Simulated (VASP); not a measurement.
# CaMg12 in VASP: single point with PBE

Aim: the single point of CaMg12 with PBE.

Everything below comes from runs of VASP 6.6.1. Logs are shortened: lines on timing, memory, paths and dates and some standing lists are left out, and cuts for length are marked.

## Step 1: The cell of the first run

The cell holds a slab with vacuum, 13 atoms: a = 6.420 Å, b = 6.420 Å, c = 18.213 Å, α = 90.00°, β = 90.00°, γ = 60.00°.

## Step 2: Single point, PBE

File INCAR:

```
  PREC = Accurate
  ENCUT = 520
  EDIFF = 1E-6
  ISMEAR = 0
  SIGMA = 0.15
  LREAL = F
  LASPH = T
  NELM = 80
  ALGO = Normal
  ISIF = 2
  LWAVE = F
  LCHARG = T
  GGA = PE
  LELF = T
  LVHAR = T
  NBANDS = 29
```

File KPOINTS:

```
regular mesh
0
Gamma
  5 5 1
```

File POSCAR:

```
CaMg12
1.0
    6.4200000000      0.0000000000      0.0000000000
    3.2100000000      5.5598830000      0.0000000000
    0.0000000000      0.0000000000     18.2130400000
Mg Ca
12 1
Direct
    0.0000000000      0.0000000000      0.0549057159
    0.5000000000      0.0000000000      0.0549057159
   -0.0000000450      0.5000000899      0.0549057159
    0.4999999550      0.5000000899      0.0549057159
   -0.1693619916      0.3399990611      0.2003446432
    0.3326405353      0.3385126989      0.2030106451
   -0.1673335253      0.8315932188      0.1975664140
    0.3342382999      0.8345878861      0.1982639362
   -0.0068850461      0.0012451701      0.3325191731
    0.5082996444     -0.0008201611      0.3408864198
    0.0059235268      0.4966707033      0.3586948143
    0.5010632912      0.5061036356      0.3548609128
    0.2235345276      0.9754296988      0.4866849246
```

Potentials or basis: VASP PAW PBE potentials, release 64 (Mg, Ca_sv).

Run with:

```
$ cat potpaw_PBE.64/Mg/POTCAR potpaw_PBE.64/Ca_sv/POTCAR > POTCAR
$ mpirun -np 1 vasp_std > vasp.out
```

OUTCAR:

```text
PREC = Accurate
   ENCUT = 520
   EDIFF = 1E-6
   ISMEAR = 0
   LREAL = F
   LASPH = T
   NELM = 80
   ISIF = 2
   GGA = PE

 ion  position               nearest neighbor table
   1  0.000  0.000  0.055-   7 3.20   8 3.20   4 3.21   3 3.21   2 3.21   2 3.21   3 3.21   4 3.21
                             5 3.25
   2  0.500  0.000  0.055-   7 3.19   8 3.19   3 3.21   4 3.21   1 3.21   1 3.21   4 3.21   3 3.21
                             6 3.29
   3  1.000  0.500  0.055-   7 3.19   2 3.21   1 3.21   4 3.21   4 3.21   1 3.21   2 3.21   5 3.22
                             6 3.27
   4  0.500  0.500  0.055-   8 3.21   1 3.21   2 3.21   3 3.21   3 3.21   2 3.21   1 3.21   5 3.22
                             6 3.26
   5  0.831  0.340  0.200-   9 3.06   7 3.16   8 3.18   6 3.20   6 3.22   3 3.22   4 3.22   8 3.24
                             1 3.25   7 3.26  12 3.36  11 3.42
   6  0.333  0.339  0.203-  10 3.14   7 3.19   8 3.19   5 3.20   5 3.22   8 3.23   7 3.23   4 3.26
                             3 3.27   2 3.29  12 3.34  11 3.37
   7  0.833  0.832  0.198-   9 3.07   5 3.16  10 3.17   3 3.19   2 3.19   6 3.19   8 3.19   1 3.20
                             8 3.23   6 3.23   5 3.26  11 3.48
   8  0.334  0.835  0.198-   9 3.09   5 3.18   7 3.19   6 3.19   2 3.19   1 3.20   4 3.21  10 3.21
                             7 3.23   6 3.23   5 3.24  12 3.39
   9  0.993  0.001  0.333-   5 3.06   7 3.07   8 3.09  10 3.12  13 3.14  12 3.23  11 3.23  12 3.25
                            11 3.26  10 3.30
  10  0.508  0.999  0.341-   9 3.12   6 3.14   7 3.17  12 3.20   8 3.21  11 3.23  11 3.23  12 3.24
                            13 3.27   9 3.30
  11  0.006  0.497  0.359-  12 3.21  12 3.21  10 3.23  10 3.23   9 3.23   9 3.26   6 3.37   5 3.42
                             7 3.48
  12  0.501  0.506  0.355-  10 3.20  11 3.21  11 3.21   9 3.23  10 3.24   9 3.25   6 3.34   5 3.36
                             8 3.39
  13  0.224  0.975  0.487-   9 3.14  10 3.27

  LATTYP: Found a hexagonal cell.
 ALAT       =     6.4199999201
 C/A-ratio  =     2.8369221537

  Lattice vectors:

 A1 = (  -3.2100000000,  -5.5598830000,   0.0000000000)
 A2 = (   6.4200000000,   0.0000000000,   0.0000000000)
 A3 = (   0.0000000000,   0.0000000000,  18.2130400000)

Analysis of symmetry for initial positions (statically):
=====================================================================
 Subroutine PRICEL returns:
 Original cell was already a primitive cell.

 Routine SETGRP: Setting up the symmetry group for a
 hexagonal supercell.

 Subroutine GETGRP returns: Found  1 space group operations
 (whereof  1 operations were pure point group operations)
 out of a pool of 24 trial point group operations.

The static configuration has the point symmetry C_1 .

Analysis of symmetry for dynamics (positions and initial velocities):
=====================================================================
 Subroutine PRICEL returns:
 Original cell was already a primitive cell.

 Routine SETGRP: Setting up the symmetry group for a
 hexagonal supercell.

 Subroutine GETGRP returns: Found  1 space group operations
 (whereof  1 operations were pure point group operations)
 out of a pool of 24 trial point group operations.

The dynamic configuration has the point symmetry C_1 .

 Subroutine INISYM returns: Found  1 space group operations
 (whereof  1 operations are pure point group operations),
 and found     1 'primitive' translations

----------------------------------------------------------------------------------------

                                     Primitive cell

  volume of cell :     650.1044

  direct lattice vectors                    reciprocal lattice vectors
     6.420000000  0.000000000  0.000000000     0.155763240 -0.089929950  0.000000000
     3.210000000  5.559883000  0.000000000     0.000000000  0.179859900  0.000000000
     0.000000000  0.000000000 18.213040000     0.000000000  0.000000000  0.054905716

  length of vectors
     6.420000000  6.419999920 18.213040000     0.179859898  0.179859900  0.054905716

  position of ions in fractional coordinates (direct lattice)
     0.000000000  0.000000000  0.054905716
     0.500000000  0.000000000  0.054905716
     0.999999955  0.500000090  0.054905716
     0.499999955  0.500000090  0.054905716
     0.830638008  0.339999061  0.200344643
     0.332640535  0.338512699  0.203010645
     0.832666475  0.831593219  0.197566414
     0.334238300  0.834587886  0.198263936
     0.993114954  0.001245170  0.332519173
     0.508299644  0.999179839  0.340886420
     0.005923527  0.496670703  0.358694814
     0.501063291  0.506103636  0.354860913
     0.223534528  0.975429699  0.486684925

  ion indices of the primitive-cell ions
   primitive index   ion index
                 1           1
                 2           2
                 3           3
                 4           4
                 5           5
                 6           6
                 7           7
                 8           8
                 9           9
                10          10
                11          11
                12          12
                13          13

----------------------------------------------------------------------------------------

 KPOINTS: regular mesh

Automatic generation of k-mesh.
 Grid dimensions read from file:
 generate k-points for:    5    5    1

 Generating k-lattice:

  Cartesian coordinates                     Fractional coordinates (reciprocal lattice)
     0.031152648 -0.017985990  0.000000000     0.200000000  0.000000000  0.000000000
     0.000000000  0.035971980  0.000000000     0.000000000  0.200000000  0.000000000
     0.000000000  0.000000000  0.054905716     0.000000000  0.000000000  1.000000000

  Length of vectors
     0.035971980  0.035971980  0.054905716

  Shift w.r.t. Gamma in fractional coordinates (k-lattice)
     0.000000000  0.000000000  0.000000000

 Subroutine IBZKPT returns following result:
 ===========================================

 Found     13 irreducible k-points:

 Following reciprocal coordinates:
            Coordinates               Weight
  0.000000  0.000000  0.000000      1.000000
  0.200000 -0.000000  0.000000      2.000000
  0.200000  0.200000  0.000000      2.000000
  0.000000  0.200000  0.000000      2.000000
  0.400000 -0.000000  0.000000      2.000000
  0.400000  0.400000  0.000000      2.000000
  0.000000  0.400000  0.000000      2.000000
  0.400000  0.200000  0.000000      2.000000
  0.200000  0.400000  0.000000      2.000000
 -0.200000  0.200000  0.000000      2.000000
 -0.400000  0.200000  0.000000      2.000000
  0.400000 -0.400000  0.000000      2.000000
 -0.200000  0.400000  0.000000      2.000000
   k-points           NKPTS =     13   k-points in BZ     NKDIM =     13   number of bands    NBANDS=     29
   number of dos      NEDOS =    301   number of ions     NIONS =     13
   total plane-waves  NPLWV = 322560
   dimension x,y,z NGX =    48 NGY =   48 NGZ =  140
   dimension x,y,z NGXF=    96 NGYF=   96 NGZF=  280
   ions per type =              12   1
   NGX,Y,Z   is equivalent  to a cutoff of  12.43, 12.43, 12.78 a.u.
   NGXF,Y,Z  is equivalent  to a cutoff of  24.86, 24.86, 25.56 a.u.
 SYSTEM =  unknown system
   PREC   = accura    normal or accurate (medium, high low for compatibility)
   ISTART =      0    job   : 0-new  1-cont  2-samecut
   ICHARG =      2    charge: 1-file 2-atom 10-const
   ISPIN  =      1    spin polarized calculation?
   LNONCOLLINEAR =      F non collinear calculations
   LSORBIT =      F    spin-orbit coupling
   LASPH  =      T    aspherical Exc in radial PAW
   ENCUT  =  520.0 eV  38.22 Ry    6.18 a.u.  11.94 11.94 33.86*2*pi/ulx,y,z
   NELM   =     80;   NELMIN=  2; NELMDL= -5     # of ELM steps
   EDIFF  = 0.1E-05   stopping-criterion for ELM
   LREAL  =      F    real-space projection
[... 7 lines left out ...]
   TEBEG  =    0.0;   TEEND  =   0.0 temperature during run
   PSTRESS=    0.0 pullay stress
   NELECT =      34.0000    total number of electrons
   NUPDOWN=      -1.0000    fix difference up-down
   EMIN   =  10.00;   EMAX   =-10.00  energy-range for DOS
   EFERMI =   0.00;   METHOD = LEGACY
   ISMEAR =     0;   SIGMA  =   0.15  broadening in eV -4-tet -1-fermi 0-gaus
   EFERMI_NEDOS =   21; number of points for ismear=-14 and -15
   IALGO  =     38    algorithm
   IMIX   =      4    mixing-type and parameters
     AMIX     =   0.40;   BMIX     =  1.00
     AMIX_MAG =   1.60;   BMIX_MAG =  1.00
  volume/ion in A,a.u.               =      50.01       337.47
  Fermi-wavevector in a.u.,A,eV,Ry     =   0.612219  1.156926  5.099627  0.374812
  Thomas-Fermi vector in A             =   1.668427
   LORBIT       =      0    0 simple, 1 ext, 2 COOP (PROOUT), +10 PAW based schemes
   GGA     = PE    functional components
   LHFCALC =     F    Hartree Fock is set to
   AEXX    =    0.0000 exact exchange contribution
   IVDW    =     0    specifies the selected vdW correction
   LEPSILON=     F    determine dielectric tensor
   LRPA    =     F    only Hartree local field effects (RPA)
 non-spin polarized calculation
 Gauss-broadening in eV      SIGMA  =   0.15
  energy-cutoff  :      520.00
  volume of cell :      650.10
 maximum number of plane-waves:     17538
   NGX = 23   NGY = 23   NGZ = 67

 number of electron      33.9999999 magnetization

 Free energy of the ion-electron system (eV)
  ---------------------------------------------------
  ext. energy  EPLUGINS =         0.00000000
  ---------------------------------------------------
  free energy    TOTEN  =       -16.96859593 eV

  energy without entropy =      -16.88246034  energy(sigma->0) =      -16.92552813

 E-fermi :  -0.1680     XC(G=0):  -5.2059

 val. band max:       -0.1834966945   @ k =   0.4000   0.4000   0.0000
 cond. band min:      -0.1563318665   @ k =   0.0000   0.4000   0.0000
 fundamental gap:      0.0271648280
 Fermi energy:        -0.1680477523

 k-point     1 :       0.0000    0.0000    0.0000
  band No.  band energies     occupation
      1     -43.3771      2.00000
      2     -24.3735      2.00000
      3     -24.3453      2.00000
      4     -24.3401      2.00000
      5      -6.5840      2.00000
      6      -5.3834      2.00000
[... 21 lines left out ...]
     28       1.3984      0.00000
     29       1.8091      0.00000

 k-point     2 :       0.2000   -0.0000    0.0000
  band No.  band energies     occupation
      1     -43.3771      2.00000
      2     -24.3736      2.00000
      3     -24.3453      2.00000
      4     -24.3401      2.00000
      5      -6.3897      2.00000
      6      -5.1912      2.00000
[... 21 lines left out ...]
     28       1.6063      0.00000
     29       1.6680      0.00000

 k-point     3 :       0.2000    0.2000    0.0000
  band No.  band energies     occupation
      1     -43.3771      2.00000
      2     -24.3736      2.00000
      3     -24.3453      2.00000
      4     -24.3401      2.00000
      5      -6.3897      2.00000
      6      -5.1912      2.00000
[... 286 lines left out ...]
      5      -5.2510      2.00000
      6      -5.2157      2.00000
[... 21 lines left out ...]
     28       1.7637      0.00000
     29       1.9483      0.00000

 k-point    13 :      -0.2000    0.4000    0.0000
  band No.  band energies     occupation
      1     -43.3771      2.00000
      2     -24.3736      2.00000
      3     -24.3454      2.00000
      4     -24.3401      2.00000
      5      -5.2888      2.00000
      6      -5.1755      2.00000
[... 21 lines left out ...]
     28       1.8949      0.00000
     29       2.0093      0.00000

------------------------ aborting loop because EDIFF is reached ----------------------------------------

  FORCE on cell =-STRESS in cart. coord.  units (eV):
  Direction    XX          YY          ZZ          XY          YZ          ZX
  --------------------------------------------------------------------------------------
  -------------------------------------------------------------------------------------
  Total       -5.0836337     -5.9799165     -0.1008338     -0.0208648     -0.0884009     -0.0471031
  in kB      -12.5285759    -14.7374581     -0.2485041     -0.0514211     -0.2178632     -0.1160853
  external PRESSURE =      -9.1715127 kB  Pullay stress =       0.0000000 kB

 VOLUME and BASIS-vectors are now :
 -----------------------------------------------------------------------------
  energy-cutoff  :      520.00
  volume of cell :      650.10
      direct lattice vectors                 reciprocal lattice vectors
     6.420000000  0.000000000  0.000000000     0.155763240 -0.089929950  0.000000000
     3.210000000  5.559883000  0.000000000     0.000000000  0.179859900  0.000000000
     0.000000000  0.000000000 18.213040000     0.000000000  0.000000000  0.054905716

 POSITION                                       TOTAL-FORCE (eV/Angst)
 -----------------------------------------------------------------------------------
      0.00000      0.00000      1.00000         0.026231      0.021113     -0.003363
      3.21000      0.00000      1.00000        -0.025705      0.039604      0.006128
      8.02500      2.77994      1.00000         0.019075     -0.040791      0.004144
      4.81500      2.77994      1.00000        -0.012553     -0.001569      0.011859
      6.42409      1.89035      3.64889         0.003861      0.018509     -0.006265
      3.22218      1.88209      3.69744        -0.007764      0.004227     -0.000826
      8.01513      4.62356      3.59829        -0.001612     -0.008899      0.003202
      4.82484      4.64021      3.61099         0.010987     -0.002405     -0.008325
      6.37980      0.00692      6.05619        -0.013545     -0.013745     -0.008072
      6.47065      5.55532      6.20858        -0.000214     -0.007508     -0.006985
      1.63234      2.76143      6.53292        -0.001318     -0.010251      0.008570
      4.84142      2.81388      6.46310         0.001883     -0.013585     -0.010177
      4.56622      5.42328      8.86401         0.000673      0.015300      0.010109
 -----------------------------------------------------------------------------------
    total drift:                               -0.000003      0.000172     -0.000548

  FREE ENERGIE OF THE ION-ELECTRON SYSTEM (eV)
  ---------------------------------------------------
  free  energy   TOTEN  =       -16.9685959278 eV

  energy  without entropy=      -16.8824603407  energy(sigma->0) =      -16.92552813
```

Run time: 11 min. Hardware: 1 thread of Intel Xeon Platinum 8259CL at 2.50GHz (Skylake/Cascade Lake), shared host; peak memory 0.76 GiB.

Results:

```
Free energy            : -16.9686 eV
Largest force          : 0.048 eV/Å
Band gap on the k mesh : zero (bands 17 and 18 overlap by 0.38 eV)
```

Forces on the atoms (eV/Å):
```
Mg   0.026  0.021 -0.003
Mg  -0.026  0.040  0.006
Mg   0.019 -0.041  0.004
Mg  -0.013 -0.002  0.012
Mg   0.004  0.019 -0.006
Mg  -0.008  0.004 -0.001
Mg  -0.002 -0.009  0.003
Mg   0.011 -0.002 -0.008
Mg  -0.014 -0.014 -0.008
Mg   0.000 -0.008 -0.007
Mg  -0.001 -0.010  0.009
Mg   0.002 -0.014 -0.010
Ca   0.001  0.015  0.010
```

Levels at points of the mesh, in eV from the Fermi level:
| k point | band 13 | band 14 | band 15 | band 16 | band 17 | band 18 | band 19 | band 20 | band 21 | band 22 |
| --- | --- | --- | --- | --- | --- | --- | --- | --- | --- | --- |
| (0.00, 0.00, 0.00) | -1.58 | -1.49 | -0.84 | -0.80 | -0.72 | -0.37 | -0.30 | -0.18 | -0.07 | 0.82 |

Caveat: there is no dipole correction, which matters where the two faces differ.

The gap in the log of VASP goes by the Fermi energy; the results here count the filled bands.